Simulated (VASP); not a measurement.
# PtSe (Fm-3m) in VASP: notebook

PtSe is run at these levels: PBE; tasks: single point, relaxation of cell and atoms.

All numbers are computed with VASP 6.6.1; they aren't measurements. Logs are shortened: lines on timing, memory, paths and dates and some standing lists are left out, and cuts for length are marked.

## 1. The cell of the first run

The structure is cubic, space group Fm-3m (No. 225). The conventional cell has a = 5.294 Å, b = 5.294 Å, c = 5.294 Å, α = 90.00°, β = 90.00°, γ = 90.00°. Pt (site symmetry m-3m) has 6 Se at 2.65 Å within 3.5 Å. Se (site symmetry m-3m) has 6 Pt at 2.65 Å within 3.5 Å.

## 2. Single point, PBE

INCAR reads:

```
SYSTEM = PtSe
PREC = Accurate ; ENCUT = 520
EDIFF = 1E-7 ; ISMEAR = 0
SIGMA = 0.1 ; LREAL = .False.
LASPH = .True. ; NELM = 60
ALGO = Normal ; ISIF = 2
LWAVE = .False. ; LCHARG = .False.
GGA = PE ; NBANDS = 15
```

KPOINTS reads:

```
Automatic mesh
0
Gamma
  6 6 6
  0 0 0
```

POSCAR reads:

```
PtSe
1.0
    0.0000000000      2.6471120055      2.6471120055
    2.6471120055      0.0000000000      2.6471120055
    2.6471120055      2.6471120055      0.0000000000
Pt Se
1 1
Direct
    0.0000000000      0.0000000000      0.0000000000
    0.5000000000      0.5000000000      0.5000000000
```

Potentials or basis: VASP PAW PBE potentials, release 64 (Pt, Se).

Started as:

```sh
cat potpaw_PBE.64/Pt/POTCAR potpaw_PBE.64/Se/POTCAR > POTCAR
mpirun -np 1 vasp_std > vasp.out
```

OUTCAR:

```text
SYSTEM = PtSe
   PREC = Accurate
   ENCUT = 520
   EDIFF = 1E-7
   ISMEAR = 0
   LREAL = .False.
   LASPH = .True.
   NELM = 60
   ISIF = 2
   GGA = PE

 ion  position               nearest neighbor table
   1  0.000  0.000  0.000-   2 2.65   2 2.65   2 2.65   2 2.65   2 2.65   2 2.65
   2  0.500  0.500  0.500-   1 2.65   1 2.65   1 2.65   1 2.65   1 2.65   1 2.65

  LATTYP: Found a face centered cubic cell.
 ALAT       =     5.2942240110

  Lattice vectors:

 A1 = (   0.0000000000,   2.6471120055,   2.6471120055)
 A2 = (   2.6471120055,   0.0000000000,   2.6471120055)
 A3 = (   2.6471120055,   2.6471120055,   0.0000000000)

Analysis of symmetry for initial positions (statically):
=====================================================================
 Subroutine PRICEL returns:
 Original cell was already a primitive cell.

 Routine SETGRP: Setting up the symmetry group for a
 face centered cubic supercell.

 Subroutine GETGRP returns: Found 48 space group operations
 (whereof 48 operations were pure point group operations)
 out of a pool of 48 trial point group operations.

The static configuration has the point symmetry O_h .

Analysis of symmetry for dynamics (positions and initial velocities):
=====================================================================
 Subroutine PRICEL returns:
 Original cell was already a primitive cell.

 Routine SETGRP: Setting up the symmetry group for a
 face centered cubic supercell.

 Subroutine GETGRP returns: Found 48 space group operations
 (whereof 48 operations were pure point group operations)
 out of a pool of 48 trial point group operations.

The dynamic configuration has the point symmetry O_h .

 Subroutine INISYM returns: Found 48 space group operations
 (whereof 48 operations are pure point group operations),
 and found     1 'primitive' translations

----------------------------------------------------------------------------------------

                                     Primitive cell

  volume of cell :      37.0977

  direct lattice vectors                    reciprocal lattice vectors
     0.000000000  2.647112005  2.647112005    -0.188885094  0.188885094  0.188885094
     2.647112005  0.000000000  2.647112005     0.188885094 -0.188885094  0.188885094
     2.647112005  2.647112005  0.000000000     0.188885094  0.188885094 -0.188885094

  length of vectors
     3.743581699  3.743581699  3.743581699     0.327158580  0.327158580  0.327158580

  position of ions in fractional coordinates (direct lattice)
     0.000000000  0.000000000  0.000000000
     0.500000000  0.500000000  0.500000000

  ion indices of the primitive-cell ions
   primitive index   ion index
                 1           1
                 2           2

----------------------------------------------------------------------------------------

 KPOINTS: Automatic mesh

Automatic generation of k-mesh.
 Grid dimensions read from file:
 generate k-points for:    6    6    6

 Generating k-lattice:

  Cartesian coordinates                     Fractional coordinates (reciprocal lattice)
    -0.031480849  0.031480849  0.031480849     0.166666667  0.000000000  0.000000000
     0.031480849 -0.031480849  0.031480849     0.000000000  0.166666667  0.000000000
     0.031480849  0.031480849 -0.031480849     0.000000000  0.000000000  0.166666667

  Length of vectors
     0.054526430  0.054526430  0.054526430

  Shift w.r.t. Gamma in fractional coordinates (k-lattice)
     0.000000000  0.000000000  0.000000000

 Subroutine IBZKPT returns following result:
 ===========================================

 Found     16 irreducible k-points:

 Following reciprocal coordinates:
            Coordinates               Weight
  0.000000  0.000000  0.000000      1.000000
  0.166667  0.000000  0.000000      8.000000
  0.333333  0.000000  0.000000      8.000000
  0.500000  0.000000  0.000000      4.000000
  0.166667  0.166667  0.000000      6.000000
  0.333333  0.166667  0.000000     24.000000
[... 8 lines left out ...]
 -0.333333  0.333333  0.166667     24.000000
 -0.333333  0.500000  0.166667     12.000000
   k-points           NKPTS =     16   k-points in BZ     NKDIM =     16   number of bands    NBANDS=     15
   number of dos      NEDOS =    301   number of ions     NIONS =      2
   total plane-waves  NPLWV =  21952
   dimension x,y,z NGX =    28 NGY =   28 NGZ =   28
   dimension x,y,z NGXF=    56 NGYF=   56 NGZF=   56
   ions per type =               1   1
   NGX,Y,Z   is equivalent  to a cutoff of  12.43, 12.43, 12.43 a.u.
   NGXF,Y,Z  is equivalent  to a cutoff of  24.87, 24.87, 24.87 a.u.
 SYSTEM =  PtSe
   PREC   = accura    normal or accurate (medium, high low for compatibility)
   ISTART =      0    job   : 0-new  1-cont  2-samecut
   ICHARG =      2    charge: 1-file 2-atom 10-const
   ISPIN  =      1    spin polarized calculation?
   LNONCOLLINEAR =      F non collinear calculations
   LSORBIT =      F    spin-orbit coupling
   LASPH  =      T    aspherical Exc in radial PAW
   ENCUT  =  520.0 eV  38.22 Ry    6.18 a.u.   6.96  6.96  6.96*2*pi/ulx,y,z
   NELM   =     60;   NELMIN=  2; NELMDL= -5     # of ELM steps
   EDIFF  = 0.1E-06   stopping-criterion for ELM
   LREAL  =      F    real-space projection
   EDIFFG = 0.1E-05   stopping-criterion for IOM
   NSW    =      0    number of steps for IOM
   IBRION =     -1    ionic relax: 0-MD 1-quasi-New 2-CG
   NFREE  =      0    steps in history (QN), initial steepest desc. (CG)
   ISIF   =      2    stress and relaxation
   ISYM   =      2    0-nonsym 1-usesym 2-fastsym
   POTIM  = 0.5000    time-step for ionic-motion
   TEBEG  =    0.0;   TEEND  =   0.0 temperature during run
   PSTRESS=    0.0 pullay stress
   NELECT =      16.0000    total number of electrons
   NUPDOWN=      -1.0000    fix difference up-down
   EMIN   =  10.00;   EMAX   =-10.00  energy-range for DOS
   EFERMI =   0.00;   METHOD = LEGACY
   ISMEAR =     0;   SIGMA  =   0.10  broadening in eV -4-tet -1-fermi 0-gaus
   EFERMI_NEDOS =   21; number of points for ismear=-14 and -15
   IALGO  =     38    algorithm
   IMIX   =      4    mixing-type and parameters
     AMIX     =   0.40;   BMIX     =  1.00
     AMIX_MAG =   1.60;   BMIX_MAG =  1.00
  volume/ion in A,a.u.               =      18.55       125.17
  Fermi-wavevector in a.u.,A,eV,Ry     =   1.236894  2.337391 20.815648  1.529907
  Thomas-Fermi vector in A             =   2.371484
   LORBIT       =      0    0 simple, 1 ext, 2 COOP (PROOUT), +10 PAW based schemes
   GGA     = PE    functional components
   LHFCALC =     F    Hartree Fock is set to
   AEXX    =    0.0000 exact exchange contribution
   IVDW    =     0    specifies the selected vdW correction
   LEPSILON=     F    determine dielectric tensor
   LRPA    =     F    only Hartree local field effects (RPA)
 non-spin polarized calculation
 Gauss-broadening in eV      SIGMA  =   0.10
  energy-cutoff  :      520.00
  volume of cell :       37.10
 maximum number of plane-waves:      1018
   NGX = 13   NGY = 13   NGZ = 13

 number of electron      16.0000003 magnetization

 Free energy of the ion-electron system (eV)
  ---------------------------------------------------
  ext. energy  EPLUGINS =         0.00000000
  ---------------------------------------------------
  free energy    TOTEN  =        -9.61026375 eV

  energy without entropy =       -9.59664257  energy(sigma->0) =       -9.60345316

 E-fermi :   7.3140     XC(G=0): -11.4635

 val. band max:        7.2852168063   @ k =   0.3333   0.1667   0.0000
 cond. band min:       7.3528968131   @ k =   0.1667   0.0000   0.0000
 fundamental gap:      0.0676800067
 Fermi energy:         7.3139567599

 k-point     1 :       0.0000    0.0000    0.0000
  band No.  band energies     occupation
      1      -7.7512      2.00000
      2       4.3587      2.00000
      3       4.3587      2.00000
      4       4.3587      2.00000
      5       4.3726      2.00000
      6       4.3726      2.00000
      7       5.9897      2.00000
      8       5.9897      2.00000
      9       5.9897      2.00000
     10       8.7506      0.00000
     11      17.2773      0.00000
     12      18.8900      0.00000
     13      18.8900      0.00000
     14      18.8900      0.00000
     15      20.6337      0.00000

 k-point     2 :       0.1667    0.0000    0.0000
  band No.  band energies     occupation
      1      -7.4441      2.00000
      2       3.1430      2.00000
      3       3.3797      2.00000
      4       3.3797      2.00000
      5       4.5789      2.00000
      6       4.5789      2.00000
      7       5.3397      2.00000
      8       7.3529      0.58184
      9       7.3529      0.58184
     10      10.7650      0.00000
     11      15.7705      0.00000
     12      17.5009      0.00000
     13      17.5009      0.00000
     14      18.6745      0.00000
     15      20.0248      0.00000

 k-point     3 :       0.3333    0.0000    0.0000
  band No.  band energies     occupation
      1      -6.6938      2.00000
      2       0.8829      2.00000
      3       2.4092      2.00000
      4       2.4092      2.00000
      5       5.0707      2.00000
      6       5.0707      2.00000
      7       5.5498      2.00000
      8       9.2574      0.00000
      9       9.2574      0.00000
     10      11.5933      0.00000
     11      14.9860      0.00000
     12      14.9860      0.00000
     13      15.1873      0.00000
     14      19.5521      0.00000
     15      20.4000      0.00000
[... 199 lines left out ...]
 k-point    15 :      -0.3333    0.3333    0.1667
  band No.  band energies     occupation
      1      -6.1994      2.00000
      2       1.0192      2.00000
      3       2.1907      2.00000
      4       2.3679      2.00000
      5       5.2719      2.00000
      6       5.2839      2.00000
      7       5.6890      2.00000
      8       7.0478      1.99983
      9       7.2508      1.62830
     10      12.5962      0.00000
     11      13.6966      0.00000
     12      16.3094      0.00000
     13      16.6492      0.00000
     14      20.2237      0.00000
     15      22.3394      0.00000

 k-point    16 :      -0.3333    0.5000    0.1667
  band No.  band energies     occupation
      1      -6.2502      2.00000
      2       1.9881      2.00000
      3       2.1888      2.00000
      4       2.6113      2.00000
      5       5.2797      2.00000
      6       5.6825      2.00000
      7       5.6919      2.00000
      8       5.7528      2.00000
      9       6.1333      2.00000
     10      10.7062      0.00000
     11      15.7126      0.00000
     12      17.0064      0.00000
     13      17.0513      0.00000
     14      21.6962      0.00000
     15      22.2774      0.00000

------------------------ aborting loop because EDIFF is reached ----------------------------------------

  FORCE on cell =-STRESS in cart. coord.  units (eV):
  Direction    XX          YY          ZZ          XY          YZ          ZX
  --------------------------------------------------------------------------------------
  -------------------------------------------------------------------------------------
  Total       -0.0252214     -0.0252214     -0.0252214     -0.0000000      0.0000000     -0.0000000
  in kB       -1.0892631     -1.0892631     -1.0892631     -0.0000000      0.0000000     -0.0000000
  external PRESSURE =      -1.0892631 kB  Pullay stress =       0.0000000 kB

 VOLUME and BASIS-vectors are now :
 -----------------------------------------------------------------------------
  energy-cutoff  :      520.00
  volume of cell :       37.10
      direct lattice vectors                 reciprocal lattice vectors
     0.000000000  2.647112005  2.647112005    -0.188885094  0.188885094  0.188885094
     2.647112005  0.000000000  2.647112005     0.188885094 -0.188885094  0.188885094
     2.647112005  2.647112005  0.000000000     0.188885094  0.188885094 -0.188885094

 POSITION                                       TOTAL-FORCE (eV/Angst)
 -----------------------------------------------------------------------------------
      0.00000      0.00000      0.00000        -0.000000      0.000000     -0.000000
      2.64711      2.64711      2.64711         0.000000     -0.000000      0.000000
 -----------------------------------------------------------------------------------
    total drift:                               -0.000000      0.000000      0.000000

  FREE ENERGIE OF THE ION-ELECTRON SYSTEM (eV)
  ---------------------------------------------------
  free  energy   TOTEN  =        -9.6102637458 eV

  energy  without entropy=       -9.5966425688  energy(sigma->0) =       -9.60345316
```

Wall time 6.8 s (1 thread of Intel Xeon Platinum 8488C (Sapphire Rapids), shared host); peak memory 0.15 GiB.

Results:

| Quantity | Value |
| --- | --- |
| Free energy | -9.6103 eV |
| Pressure | -0.1 GPa |
| Band gap on the k mesh | zero (band 8 reaches 10.32 eV, above the bottom of band 9 at 5.99 eV) |

Caveat: spin-orbit coupling is left out, which moves the levels of the heavy elements.

## 3. Relaxation of cell and atoms, PBE

This run uses another cell than the first one, of 20.99 Å³/atom, 1.132 times its volume.

INCAR reads:

```
SYSTEM = PtSe
PREC     = Accurate       ! precision mode
ENCUT    = 600            ! plane-wave cutoff, eV
EDIFF    = 1E-6           ! SCF threshold, eV
ISMEAR   = 0              ! smearing method
SIGMA    = 0.1            ! smearing width, eV
LREAL    = .FALSE.        ! projectors in reciprocal space
LASPH    = .TRUE.         ! aspherical terms in the spheres
NELM     = 100            ! most SCF steps
ALGO     = Normal         ! electronic algorithm
ISIF     = 3              ! what is computed and relaxed
LWAVE    = .FALSE.        ! write WAVECAR
LCHARG   = .FALSE.        ! write CHGCAR
GGA      = PE             ! functional
IBRION   = 2              ! ionic algorithm
NSW      = 90             ! ionic steps
EDIFFG   = -0.04          ! ionic threshold
```

KPOINTS reads:

```
regular mesh
0
G
  6 6 6
  0 0 0
```

POSCAR reads:

```
PtSe
1.0
    0.0000000000      2.7584084660      2.7584084660
    2.7584084660      0.0000000000      2.7584084660
    2.7584084660      2.7584084660      0.0000000000
Pt Se
1 1
Direct
    0.0000000000      0.0000000000      0.0000000000
    0.5000000000      0.5000000000      0.5000000000
```

Potentials or basis: VASP PAW PBE potentials, release 64 (Pt, Se).

Started as:

```sh
cat potpaw_PBE.64/Pt/POTCAR potpaw_PBE.64/Se/POTCAR > POTCAR
mpirun -np 1 vasp_std > vasp.out
```

Wall time 15 s (1 thread of Intel Xeon Platinum 8488C (Sapphire Rapids), shared host); peak memory 0.18 GiB.

It converged, with:

```yaml
Free_energy: -9.6106 eV
Relaxed_volume: 18.58 Å³/atom
Relaxed_cell: a = 3.746 Å, b = 3.746 Å, c = 3.746 Å, α = 60.00°, β = 60.00°, γ = 60.00°
Space_group_after_relaxing_to_0.05_Å: Fm-3m (No. 225)
Energy_gained_by_relaxing: 102.7 meV/atom
Ionic_steps: 3
Pressure_after_relaxing: -0.3 GPa
Band_gap_on_the_k_mesh: zero (band 8 reaches 10.28 eV, above the bottom of band 9 at 5.97 eV)
```

The path:
```csv
step,energy change (eV),largest force (eV/Å),pressure (GPa),volume (Å³)
1,0.0000,0.0000,-11.83,41.98
2,-0.0030,0.0000,18.90,33.25
3,-0.2054,0.0000,-0.31,37.17
```

Final structure:
```yaml
crystal:
  lattice:
    - [0.00000, 2.64878, 2.64878]
    - [2.64878, 0.00000, 2.64878]
    - [2.64878, 2.64878, 0.00000]
  atoms:
    - { symbol: Pt, position: [0.00000, 0.00000, 0.00000] }
    - { symbol: Se, position: [0.50000, 0.50000, 0.50000] }
```

Levels at points of the mesh, in eV from the Fermi level:
```csv
k point,band 4,band 5,band 6,band 7,band 8,band 9,band 10,band 11,band 12
"(0.00, 0.00, 0.00)",-2.95,-2.93,-2.93,-1.32,-1.32,-1.32,1.42,9.97,11.57
"(0.50, 0.00, 0.00)",-5.24,-1.96,-1.96,-1.49,2.99,2.99,3.43,6.37,6.37
"(0.50, 0.50, 0.00)",-3.00,-3.00,-2.45,-1.62,-1.62,-1.07,0.22,8.59,11.54
```

Caveat: spin-orbit coupling is left out, which moves the levels of the heavy elements.
